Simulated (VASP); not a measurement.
# Ir2O (P6/mmm) in VASP: single point with PBE

Aim: the single point of Ir2O with PBE.

Everything below comes from runs of VASP 6.6.1. Logs are shortened: lines on timing, memory, paths and dates and some standing lists are left out, and cuts for length are marked.

## Step 1: The cell of the first run

It takes space group P6/mmm (No. 191, hexagonal). Conventional cell: a = 4.242 Å, b = 4.242 Å, c = 2.642 Å, α = 90.00°, β = 90.00°, γ = 120.00°. Ir (site symmetry -6m2) has 5 Ir at 2.45 to 2.64 Å and 3 O at 2.45 Å within 3.2 Å. O (site symmetry 6/mmm) has 6 Ir at 2.45 Å and 2 O at 2.64 Å within 3.2 Å.

The cell was generated, and may not be a known phase.

## Step 2: Single point, PBE

INCAR reads:

```
PREC = Accurate
ENCUT = 700
EDIFF = 1E-6
ISMEAR = 0
SIGMA = 0.1
LREAL = False
LASPH = True
NELM = 120
ALGO = Normal
ISIF = 2
LWAVE = False
LCHARG = True
GGA = PE
LELF = True
LVHAR = True
NBANDS = 27
GGA_COMPAT = False
```

KPOINTS reads:

```
Automatic mesh
0
Gamma
  12 12 18
```

POSCAR reads:

```
Ir2O
1.0
    4.2415681141      0.0000000000      0.0000000000
   -2.1207840571      3.6733057387      0.0000000000
    0.0000000000      0.0000000000      2.6417751814
Ir O
2 1
Direct
    0.3333333333      0.6666666667      0.0000000000
    0.6666666667      0.3333333333      0.0000000000
    0.0000000000      0.0000000000      0.0000000000
```

Potentials or basis: VASP PAW PBE potentials, release 64 (Ir_sv_GW, O).

Command:

```console
$ cat potpaw_PBE.64/Ir_sv_GW/POTCAR potpaw_PBE.64/O/POTCAR > POTCAR
$ mpirun -np 1 vasp_std > vasp.out
```

OUTCAR:

```text
PREC = Accurate
   ENCUT = 700
   EDIFF = 1E-6
   ISMEAR = 0
   LREAL = False
   LASPH = True
   NELM = 120
   ISIF = 2
   GGA = PE

 ion  position               nearest neighbor table
   1  0.333  0.667  0.000-   2 2.45   2 2.45   3 2.45   3 2.45   3 2.45   2 2.45
   2  0.667  0.333  0.000-   1 2.45   1 2.45   3 2.45   3 2.45   3 2.45   1 2.45
   3  0.000  0.000  0.000-   1 2.45   2 2.45   2 2.45   1 2.45   2 2.45   1 2.45

  LATTYP: Found a hexagonal cell.
 ALAT       =     4.2415681141
 C/A-ratio  =     0.6228298380

  Lattice vectors:

 A1 = (   4.2415681141,   0.0000000000,   0.0000000000)
 A2 = (  -2.1207840571,   3.6733057387,   0.0000000000)
 A3 = (   0.0000000000,   0.0000000000,   2.6417751814)

Analysis of symmetry for initial positions (statically):
=====================================================================
 Subroutine PRICEL returns:
 Original cell was already a primitive cell.

 Routine SETGRP: Setting up the symmetry group for a
 hexagonal supercell.

 Subroutine GETGRP returns: Found 24 space group operations
 (whereof 24 operations were pure point group operations)
 out of a pool of 24 trial point group operations.

The static configuration has the point symmetry D_6h.

Analysis of symmetry for dynamics (positions and initial velocities):
=====================================================================
 Subroutine PRICEL returns:
 Original cell was already a primitive cell.

 Routine SETGRP: Setting up the symmetry group for a
 hexagonal supercell.

 Subroutine GETGRP returns: Found 24 space group operations
 (whereof 24 operations were pure point group operations)
 out of a pool of 24 trial point group operations.

The dynamic configuration has the point symmetry D_6h.

 Subroutine INISYM returns: Found 24 space group operations
 (whereof 24 operations are pure point group operations),
 and found     1 'primitive' translations

----------------------------------------------------------------------------------------

                                     Primitive cell

  volume of cell :      41.1604

  direct lattice vectors                    reciprocal lattice vectors
     4.241568114  0.000000000  0.000000000     0.235761863  0.136117175  0.000000000
    -2.120784057  3.673305739  0.000000000     0.000000000  0.272234350  0.000000000
     0.000000000  0.000000000  2.641775181     0.000000000  0.000000000  0.378533346

  length of vectors
     4.241568114  4.241568114  2.641775181     0.272234350  0.272234350  0.378533346

  position of ions in fractional coordinates (direct lattice)
     0.333333333  0.666666667  0.000000000
     0.666666667  0.333333333  0.000000000
     0.000000000  0.000000000  0.000000000

  ion indices of the primitive-cell ions
   primitive index   ion index
                 1           1
                 2           2
                 3           3

----------------------------------------------------------------------------------------

 KPOINTS: Automatic mesh

Automatic generation of k-mesh.
 Grid dimensions read from file:
 generate k-points for:   12   12   18

 Generating k-lattice:

  Cartesian coordinates                     Fractional coordinates (reciprocal lattice)
     0.019646822  0.011343098  0.000000000     0.083333333  0.000000000  0.000000000
     0.000000000  0.022686196  0.000000000     0.000000000  0.083333333  0.000000000
     0.000000000  0.000000000  0.021029630     0.000000000  0.000000000  0.055555556

  Length of vectors
     0.022686196  0.022686196  0.021029630

  Shift w.r.t. Gamma in fractional coordinates (k-lattice)
     0.000000000  0.000000000  0.000000000

 Subroutine IBZKPT returns following result:
 ===========================================

 Found    190 irreducible k-points:

 Following reciprocal coordinates:
            Coordinates               Weight
  0.000000  0.000000  0.000000      1.000000
  0.083333  0.000000  0.000000      6.000000
  0.166667  0.000000  0.000000      6.000000
  0.250000  0.000000  0.000000      6.000000
  0.333333 -0.000000  0.000000      6.000000
  0.416667  0.000000  0.000000      6.000000
[... 16 lines left out ...]
  0.250000  0.000000  0.055556     12.000000
  0.333333 -0.000000  0.055556     12.000000
 [... further k-points ...]
   k-points           NKPTS =    190   k-points in BZ     NKDIM =    190   number of bands    NBANDS=     27
   number of dos      NEDOS =    301   number of ions     NIONS =      3
   total plane-waves  NPLWV =  38400
   dimension x,y,z NGX =    40 NGY =   40 NGZ =   24
   dimension x,y,z NGXF=    80 NGYF=   80 NGZF=   48
   ions per type =               2   1
   NGX,Y,Z   is equivalent  to a cutoff of  15.68, 15.68, 15.10 a.u.
   NGXF,Y,Z  is equivalent  to a cutoff of  31.36, 31.36, 30.21 a.u.
 SYSTEM =  unknown system
   PREC   = accura    normal or accurate (medium, high low for compatibility)
   ISTART =      0    job   : 0-new  1-cont  2-samecut
   ICHARG =      2    charge: 1-file 2-atom 10-const
   ISPIN  =      1    spin polarized calculation?
   LNONCOLLINEAR =      F non collinear calculations
   LSORBIT =      F    spin-orbit coupling
   LASPH  =      T    aspherical Exc in radial PAW
   ENCUT  =  700.0 eV  51.45 Ry    7.17 a.u.   9.15  9.15  5.70*2*pi/ulx,y,z
   NELM   =    120;   NELMIN=  2; NELMDL= -5     # of ELM steps
   EDIFF  = 0.1E-05   stopping-criterion for ELM
   LREAL  =      F    real-space projection
   EDIFFG = 0.1E-04   stopping-criterion for IOM
   NSW    =      0    number of steps for IOM
   IBRION =     -1    ionic relax: 0-MD 1-quasi-New 2-CG
   NFREE  =      0    steps in history (QN), initial steepest desc. (CG)
   ISIF   =      2    stress and relaxation
   ISYM   =      2    0-nonsym 1-usesym 2-fastsym
   POTIM  = 0.5000    time-step for ionic-motion
   TEBEG  =    0.0;   TEEND  =   0.0 temperature during run
   PSTRESS=    0.0 pullay stress
   NELECT =      40.0000    total number of electrons
   NUPDOWN=      -1.0000    fix difference up-down
   EMIN   =  10.00;   EMAX   =-10.00  energy-range for DOS
   EFERMI =   0.00;   METHOD = LEGACY
   ISMEAR =     0;   SIGMA  =   0.10  broadening in eV -4-tet -1-fermi 0-gaus
   EFERMI_NEDOS =   21; number of points for ismear=-14 and -15
   IALGO  =     38    algorithm
   IMIX   =      4    mixing-type and parameters
     AMIX     =   0.40;   BMIX     =  1.00
     AMIX_MAG =   1.60;   BMIX_MAG =  1.00
  volume/ion in A,a.u.               =      13.72        92.59
  Fermi-wavevector in a.u.,A,eV,Ry     =   1.621568  3.064318 35.776264  2.629481
  Thomas-Fermi vector in A             =   2.715322
   LORBIT       =      0    0 simple, 1 ext, 2 COOP (PROOUT), +10 PAW based schemes
   GGA     = PE    functional components
   LHFCALC =     F    Hartree Fock is set to
   AEXX    =    0.0000 exact exchange contribution
   IVDW    =     0    specifies the selected vdW correction
   LEPSILON=     F    determine dielectric tensor
   LRPA    =     F    only Hartree local field effects (RPA)
 non-spin polarized calculation
 Gauss-broadening in eV      SIGMA  =   0.10
  energy-cutoff  :      700.00
  volume of cell :       41.16
 maximum number of plane-waves:      1752
 NGX is ok and might be reduce to    40
   NGX = 19   NGY = 19   NGZ = 11

 number of electron      40.0000000 magnetization

 Free energy of the ion-electron system (eV)
  ---------------------------------------------------
  ext. energy  EPLUGINS =         0.00000000
  ---------------------------------------------------
  free energy    TOTEN  =       -21.51973020 eV

  energy without entropy =      -21.50317853  energy(sigma->0) =      -21.51145436

 E-fermi :   8.6629     XC(G=0): -13.0040

 val. band max:        8.6583143504   @ k =   0.1667   0.1667   0.2778
 cond. band min:       8.6655575876   @ k =   0.4167   0.1667   0.0556
 fundamental gap:      0.0072432372
 Fermi energy:         8.6628630287

 k-point     1 :       0.0000    0.0000    0.0000
  band No.  band energies     occupation
      1     -84.2287      2.00000
      2     -84.1010      2.00000
      3     -41.4984      2.00000
      4     -41.4984      2.00000
      5     -40.7455      2.00000
      6     -40.7455      2.00000
[... 19 lines left out ...]
     26      18.2453      0.00000
     27      21.9089      0.00000

 k-point     2 :       0.0833    0.0000    0.0000
  band No.  band energies     occupation
      1     -84.2268      2.00000
      2     -84.1030      2.00000
      3     -41.5026      2.00000
      4     -41.4890      2.00000
      5     -40.7555      2.00000
      6     -40.7410      2.00000
[... 19 lines left out ...]
     26      18.6536      0.00000
     27      21.7112      0.00000

 k-point     3 :       0.1667    0.0000    0.0000
  band No.  band energies     occupation
      1     -84.2212      2.00000
      2     -84.1086      2.00000
      3     -41.5138      2.00000
      4     -41.4619      2.00000
      5     -40.7841      2.00000
      6     -40.7289      2.00000
[... 19 lines left out ...]
     26      19.3091      0.00000
     27      21.6415      0.00000

 k-point     4 :       0.2500    0.0000    0.0000
  band No.  band energies     occupation
      1     -84.2126      2.00000
      2     -84.1173      2.00000
      3     -41.5285      2.00000
      4     -41.4208      2.00000
      5     -40.8273      2.00000
      6     -40.7130      2.00000
[... 19 lines left out ...]
     26      19.4214      0.00000
     27      22.3329      0.00000
[... 516 lines left out ...]
      4     -41.4602      2.00000
      5     -40.7828      2.00000
      6     -40.7276      2.00000
[... 19 lines left out ...]
     26      19.3990      0.00000
     27      21.7393      0.00000

 k-point    23 :       0.2500    0.0000    0.0556
  band No.  band energies     occupation
      1     -84.2117      2.00000
      2     -84.1164      2.00000
      3     -41.5268      2.00000
      4     -41.4191      2.00000
      5     -40.8259      2.00000
      6     -40.7116      2.00000
[... 19 lines left out ...]
     26      19.5338      0.00000
     27      22.4469      0.00000

 k-point    24 :       0.3333   -0.0000    0.0556
  band No.  band energies     occupation
      1     -84.2010      2.00000
      2     -84.1272      2.00000
      3     -41.5409      2.00000
      4     -41.3710      2.00000
      5     -40.8761      2.00000
      6     -40.6962      2.00000
[... 19 lines left out ...]
     26      19.3015      0.00000
     27      23.2508      0.00000

 [... further k-points ...]

------------------------ aborting loop because EDIFF is reached ----------------------------------------

  FORCE on cell =-STRESS in cart. coord.  units (eV):
  Direction    XX          YY          ZZ          XY          YZ          ZX
  --------------------------------------------------------------------------------------
  -------------------------------------------------------------------------------------
  Total       -0.1061095     -0.1061095     -0.1213522      0.0000000     -0.0000000      0.0000000
  in kB       -4.1303380     -4.1303380     -4.7236628      0.0000000     -0.0000000      0.0000000
  external PRESSURE =      -4.3281129 kB  Pullay stress =       0.0000000 kB

 VOLUME and BASIS-vectors are now :
 -----------------------------------------------------------------------------
  energy-cutoff  :      700.00
  volume of cell :       41.16
      direct lattice vectors                 reciprocal lattice vectors
     4.241568114  0.000000000  0.000000000     0.235761863  0.136117175  0.000000000
    -2.120784057  3.673305739  0.000000000     0.000000000  0.272234350  0.000000000
     0.000000000  0.000000000  2.641775181     0.000000000  0.000000000  0.378533346

 POSITION                                       TOTAL-FORCE (eV/Angst)
 -----------------------------------------------------------------------------------
     -0.00000      2.44887      0.00000         0.000000      0.000000      0.000000
      2.12078      1.22444      0.00000        -0.000000     -0.000000      0.000000
      0.00000      0.00000      0.00000         0.000000      0.000000      0.000000
 -----------------------------------------------------------------------------------
    total drift:                                0.000000     -0.000000      0.000000

  FREE ENERGIE OF THE ION-ELECTRON SYSTEM (eV)
  ---------------------------------------------------
  free  energy   TOTEN  =       -21.5197301969 eV

  energy  without entropy=      -21.5031785301  energy(sigma->0) =      -21.51145436
```

Wall time 3.6 min (1 thread of Intel Xeon Platinum 8559C (Emerald Rapids), shared host); peak memory 0.41 GiB.

Results:

* Free energy: -21.5197 eV
* Pressure: -0.4 GPa
* Band gap on the k mesh: zero (bands 20 and 21 overlap by 2.76 eV)

Levels at points of the mesh, in eV from the Fermi level:
| k point | band 17 | band 18 | band 19 | band 20 | band 21 | band 22 | band 23 | band 24 |
| --- | --- | --- | --- | --- | --- | --- | --- | --- |
| (0.00, 0.00, 0.00) | -1.73 | -1.73 | -0.64 | 0.52 | 0.52 | 1.24 | 1.24 | 5.95 |
| (0.50, 0.00, 0.00) | -1.98 | -1.40 | -0.43 | -0.06 | 0.16 | 0.38 | 0.88 | 3.44 |
| (0.00, 0.00, 0.50) | -3.12 | -2.21 | -2.21 | 1.42 | 1.42 | 1.95 | 2.73 | 5.46 |
| (0.50, 0.00, 0.50) | -2.12 | -1.38 | -1.14 | 0.06 | 1.18 | 2.46 | 3.62 | 6.42 |

Caveat: spin-orbit coupling is left out, which moves the levels of the heavy elements.
